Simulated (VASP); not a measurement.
# Mg5CdSe6 (P-4m2) in VASP: single point with PBE

Aim: the single point of Mg5CdSe6 with PBE.

All numbers are computed with VASP 6.6.1; they aren't measurements. Logs are shortened: lines on timing, memory, paths and dates and some standing lists are left out, and cuts for length are marked.

## Step 1: The cell of the first run

It takes space group P-4m2 (No. 115, tetragonal). Conventional cell: a = 4.268 Å, b = 4.268 Å, c = 18.036 Å, α = 90.00°, β = 90.00°, γ = 90.00°. Mg (site symmetry 2mm) has 4 Se at 2.60 Å within 3.4 Å. Mg (site symmetry 2mm) has 4 Se at 2.59 to 2.60 Å within 3.4 Å. Within 3.4 Å of Mg (site symmetry -4m2) lie 4 Se at 2.60 Å. Cd (site symmetry -4m2) has 4 Se at 2.67 Å within 3.5 Å. Within 3.4 Å of Se (site symmetry 2mm) lie 4 Mg at 2.60 Å. Within 3.4 Å of Se (site symmetry 2mm) lie 2 Mg at 2.59 Å and 2 Cd at 2.67 Å. Se (site symmetry 2mm) has 4 Mg at 2.60 Å within 3.4 Å.

## Step 2: Single point, PBE

INCAR reads:

```
PREC     = Accurate       # precision mode
ENCUT    = 600            # plane-wave cutoff, eV
EDIFF    = 1E-6           # SCF threshold, eV
ISMEAR   = 0              # smearing method
SIGMA    = 0.01           # smearing width, eV
LREAL    = F              # projectors in reciprocal space
LASPH    = T              # aspherical terms in the spheres
NELM     = 120            # most SCF steps
ALGO     = Normal         # electronic algorithm
ISIF     = 2              # what is computed and relaxed
LWAVE    = F              # write WAVECAR
LCHARG   = F              # write CHGCAR
GGA      = PE             # functional
NBANDS   = 41             # bands
GGA_COMPAT= F
```

KPOINTS reads:

```
Automatic mesh
0
Gamma
  6 6 2
```

POSCAR reads:

```
Mg5CdSe6
1.0
    4.2684754698      0.0000000000      0.0000000000
    0.0000000000      4.2684754698      0.0000000000
    0.0000000000      0.0000000000     18.0358947839
Mg Cd Se
5 1 6
Direct
    0.0000000000      0.0000000000      0.6646069032
    0.5000000000      0.5000000000      0.8292634840
    0.5000000000      0.5000000000      0.1707365160
    0.0000000000      0.0000000000      0.3353930968
    0.5000000000      0.5000000000      0.5000000000
    0.0000000000      0.0000000000      0.0000000000
    0.5000000000      0.0000000000      0.7469326034
    0.0000000000      0.5000000000      0.9108948465
    0.5000000000      0.0000000000      0.0891051535
    0.0000000000      0.5000000000      0.2530673966
    0.5000000000      0.0000000000      0.4176980235
    0.0000000000      0.5000000000      0.5823019765
```

Potentials or basis: VASP PAW PBE potentials, release 64 (Mg, Cd, Se).

Started as:

```
$ cat potpaw_PBE.64/Mg/POTCAR potpaw_PBE.64/Cd/POTCAR potpaw_PBE.64/Se/POTCAR > POTCAR
$ mpirun -np 1 vasp_std > vasp.out
```

OUTCAR:

```text
PREC = Accurate
   ENCUT = 600
   EDIFF = 1E-6
   ISMEAR = 0
   LREAL = F
   LASPH = T
   NELM = 120
   ISIF = 2
   GGA = PE

 ion  position               nearest neighbor table
   1  0.000  0.000  0.665-  12 2.60  12 2.60   7 2.60   7 2.60
   2  0.500  0.500  0.829-   8 2.59   8 2.59   7 2.60   7 2.60
   3  0.500  0.500  0.171-   9 2.59   9 2.59  10 2.60  10 2.60
   4  0.000  0.000  0.335-  11 2.60  11 2.60  10 2.60  10 2.60
   5  0.500  0.500  0.500-  11 2.60  12 2.60  11 2.60  12 2.60
   6  0.000  0.000  0.000-   8 2.67   9 2.67   8 2.67   9 2.67
   7  0.500  0.000  0.747-   1 2.60   1 2.60   2 2.60   2 2.60
   8  0.000  0.500  0.911-   2 2.59   2 2.59   6 2.67   6 2.67
   9  0.500  0.000  0.089-   3 2.59   3 2.59   6 2.67   6 2.67
  10  0.000  0.500  0.253-   4 2.60   4 2.60   3 2.60   3 2.60
  11  0.500  0.000  0.418-   5 2.60   5 2.60   4 2.60   4 2.60
  12  0.000  0.500  0.582-   5 2.60   5 2.60   1 2.60   1 2.60

  LATTYP: Found a simple tetragonal cell.
 ALAT       =     4.2684754698
 C/A-ratio  =     4.2253715434

  Lattice vectors:

 A1 = (   4.2684754698,   0.0000000000,   0.0000000000)
 A2 = (   0.0000000000,   4.2684754698,   0.0000000000)
 A3 = (   0.0000000000,   0.0000000000,  18.0358947839)

Analysis of symmetry for initial positions (statically):
=====================================================================
 Subroutine PRICEL returns:
 Original cell was already a primitive cell.

 Routine SETGRP: Setting up the symmetry group for a
 simple tetragonal supercell.

 Subroutine GETGRP returns: Found  8 space group operations
 (whereof  8 operations were pure point group operations)
 out of a pool of 16 trial point group operations.

The static configuration has the point symmetry D_2d.

Analysis of symmetry for dynamics (positions and initial velocities):
=====================================================================
 Subroutine PRICEL returns:
 Original cell was already a primitive cell.

 Routine SETGRP: Setting up the symmetry group for a
 simple tetragonal supercell.

 Subroutine GETGRP returns: Found  8 space group operations
 (whereof  8 operations were pure point group operations)
 out of a pool of 16 trial point group operations.

The dynamic configuration has the point symmetry D_2d.

 Subroutine INISYM returns: Found  8 space group operations
 (whereof  8 operations are pure point group operations),
[... 120 lines left out ...]
   TEBEG  =    0.0;   TEEND  =   0.0 temperature during run
   PSTRESS=    0.0 pullay stress
   NELECT =      58.0000    total number of electrons
   NUPDOWN=      -1.0000    fix difference up-down
   EMIN   =  10.00;   EMAX   =-10.00  energy-range for DOS
   EFERMI =   0.00;   METHOD = LEGACY
   ISMEAR =     0;   SIGMA  =   0.01  broadening in eV -4-tet -1-fermi 0-gaus
   EFERMI_NEDOS =   21; number of points for ismear=-14 and -15
   IALGO  =     38    algorithm
   IMIX   =      4    mixing-type and parameters
     AMIX     =   0.40;   BMIX     =  1.00
     AMIX_MAG =   1.60;   BMIX_MAG =  1.00
  volume/ion in A,a.u.               =      27.38       184.80
  Fermi-wavevector in a.u.,A,eV,Ry     =   0.918311  1.735356 11.473724  0.843295
  Thomas-Fermi vector in A             =   2.043378
   LORBIT       =      0    0 simple, 1 ext, 2 COOP (PROOUT), +10 PAW based schemes
   GGA     = PE    functional components
   LHFCALC =     F    Hartree Fock is set to
   AEXX    =    0.0000 exact exchange contribution
   IVDW    =     0    specifies the selected vdW correction
   LEPSILON=     F    determine dielectric tensor
   LRPA    =     F    only Hartree local field effects (RPA)
 non-spin polarized calculation
 Gauss-broadening in eV      SIGMA  =   0.01
  energy-cutoff  :      600.00
  volume of cell :      328.61
 maximum number of plane-waves:     11016
 NGX is ok and might be reduce to    36
   NGX = 17   NGY = 17   NGZ = 73

 number of electron      57.9999996 magnetization

 Free energy of the ion-electron system (eV)
  ---------------------------------------------------
  ext. energy  EPLUGINS =         0.00000000
  ---------------------------------------------------
  free energy    TOTEN  =       -43.07682305 eV

  energy without entropy =      -43.07682305  energy(sigma->0) =      -43.07682305

 E-fermi :   0.7350     XC(G=0):  -8.1934

 val. band max:        0.6412087682   @ k =   0.0000   0.0000   0.0000
 cond. band min:       2.6352792916   @ k =   0.0000   0.0000   0.0000
 fundamental gap:      1.9940705234
 Fermi energy:         0.7350201686

 k-point     1 :       0.0000    0.0000    0.0000
  band No.  band energies     occupation
      1     -11.1439      2.00000
      2     -10.9930      2.00000
      3     -10.9786      2.00000
      4     -10.7129      2.00000
      5     -10.6013      2.00000
      6     -10.4390      2.00000
[... 869 lines left out ...]
     40       7.0416      0.00000
     41       7.3825      0.00000

------------------------ aborting loop because EDIFF is reached ----------------------------------------

  FORCE on cell =-STRESS in cart. coord.  units (eV):
  Direction    XX          YY          ZZ          XY          YZ          ZX
  --------------------------------------------------------------------------------------
  -------------------------------------------------------------------------------------
  Total       -0.0143633     -0.0143633      0.0034850      0.0000000      0.0000000      0.0000000
  in kB       -0.0700294     -0.0700294      0.0169913      0.0000000      0.0000000      0.0000000
  external PRESSURE =      -0.0410225 kB  Pullay stress =       0.0000000 kB

 VOLUME and BASIS-vectors are now :
 -----------------------------------------------------------------------------
  energy-cutoff  :      600.00
  volume of cell :      328.61
      direct lattice vectors                 reciprocal lattice vectors
     4.268475470  0.000000000  0.000000000     0.234275682  0.000000000  0.000000000
     0.000000000  4.268475470  0.000000000     0.000000000  0.234275682  0.000000000
     0.000000000  0.000000000 18.035894784     0.000000000  0.000000000  0.055444990

 POSITION                                       TOTAL-FORCE (eV/Angst)
 -----------------------------------------------------------------------------------
      0.00000      0.00000     11.98678        -0.000000     -0.000000     -0.000084
      2.13424      2.13424     14.95651        -0.000000      0.000000     -0.000324
      2.13424      2.13424      3.07939        -0.000000      0.000000      0.000324
      0.00000      0.00000      6.04911        -0.000000     -0.000000      0.000084
      2.13424      2.13424      9.01795        -0.000000     -0.000000     -0.000000
      0.00000      0.00000      0.00000        -0.000000     -0.000000     -0.000000
      2.13424      0.00000     13.47160        -0.000000     -0.000000     -0.000115
      0.00000      2.13424     16.42880        -0.000000     -0.000000     -0.036972
      2.13424      0.00000      1.60709         0.000000     -0.000000      0.036972
      0.00000      2.13424      4.56430         0.000000     -0.000000      0.000115
      2.13424      0.00000      7.53356        -0.000000     -0.000000      0.000140
      0.00000      2.13424     10.50234         0.000000     -0.000000     -0.000140
 -----------------------------------------------------------------------------------
    total drift:                                0.000000     -0.000000      0.000000

  FREE ENERGIE OF THE ION-ELECTRON SYSTEM (eV)
  ---------------------------------------------------
  free  energy   TOTEN  =       -43.0768230493 eV

  energy  without entropy=      -43.0768230493  energy(sigma->0) =      -43.07682305
```

OSZICAR:

```text
N       E                     dE             d eps       ncg     rms          rms(c)
DAV:   1     0.320305361041E+03    0.32031E+03   -0.24421E+04  1640   0.130E+03
DAV:   2    -0.139459995380E+02   -0.33425E+03   -0.32101E+03  2054   0.222E+02
DAV:   3    -0.448320790816E+02   -0.30886E+02   -0.30747E+02  1973   0.679E+01
DAV:   4    -0.453141745573E+02   -0.48210E+00   -0.48156E+00  1984   0.943E+00
DAV:   5    -0.453192919438E+02   -0.51174E-02   -0.51165E-02  2028   0.982E-01    0.861E+00
DAV:   6    -0.432358844528E+02    0.20834E+01   -0.38796E+00  1940   0.874E+00    0.633E+00
DAV:   7    -0.430462212073E+02    0.18966E+00   -0.14298E+00  1964   0.400E+00    0.285E+00
DAV:   8    -0.430697758482E+02   -0.23555E-01   -0.76216E-02  1844   0.165E+00    0.656E-01
DAV:   9    -0.430749310000E+02   -0.51552E-02   -0.11066E-02  1914   0.747E-01    0.174E-01
DAV:  10    -0.430761673594E+02   -0.12364E-02   -0.20883E-03  1803   0.293E-01    0.124E-01
DAV:  11    -0.430766736799E+02   -0.50632E-03   -0.43194E-04  1838   0.846E-02    0.329E-02
DAV:  12    -0.430768055713E+02   -0.13189E-03   -0.13695E-04  1885   0.523E-02    0.133E-02
DAV:  13    -0.430768213852E+02   -0.15814E-04   -0.21443E-05  1883   0.173E-02    0.427E-03
DAV:  14    -0.430768225520E+02   -0.11668E-05   -0.22298E-06  1731   0.670E-03    0.289E-03
DAV:  15    -0.430768230493E+02   -0.49727E-06   -0.76686E-07  1288   0.378E-03
   1 F= -.43076823E+02 E0= -.43076823E+02  d E =-.943396E-42
```

It took 5.6 min on 1 thread of Intel Xeon Platinum 8488C (Sapphire Rapids), shared host; peak memory 0.62 GiB.

What came out:

```yaml
Free_energy: -43.0768 eV
Pressure: 0.0 GPa
Largest_force: 0.037 eV/Å
Band_gap_on_the_k_mesh: 1.99 eV, direct
```

Forces on the atoms (eV/Å):
```
Mg   0.000  0.000  0.000
Mg   0.000  0.000  0.000
Mg   0.000  0.000  0.000
Mg   0.000  0.000  0.000
Mg   0.000  0.000  0.000
Cd   0.000  0.000  0.000
Se   0.000  0.000  0.000
Se   0.000  0.000 -0.037
Se   0.000  0.000  0.037
Se   0.000  0.000  0.000
Se   0.000  0.000  0.000
Se   0.000  0.000  0.000
```

Levels at points of the mesh, in eV from the valence-band top:
```tsv
k point	band 27	band 28	band 29	band 30	band 31	band 32
(0.00, 0.00, 0.00)	-0.12	0.00	0.00	1.99	3.31	3.48
(0.50, 0.00, 0.00)	-0.62	-0.57	-0.20	3.35	4.16	4.19
(0.50, 0.50, 0.00)	-1.27	-1.27	-1.27	3.30	3.30	4.03
(0.00, 0.00, 0.50)	-0.33	-0.02	-0.02	2.35	2.78	3.41
(0.50, 0.00, 0.50)	-0.54	-0.48	-0.20	3.28	3.89	4.45
(0.50, 0.50, 0.50)	-1.36	-1.35	-1.35	3.56	3.56	3.70
```

A k mesh can miss the band edges. A hybrid or GW would open this gap; PBE tends to underestimate it.
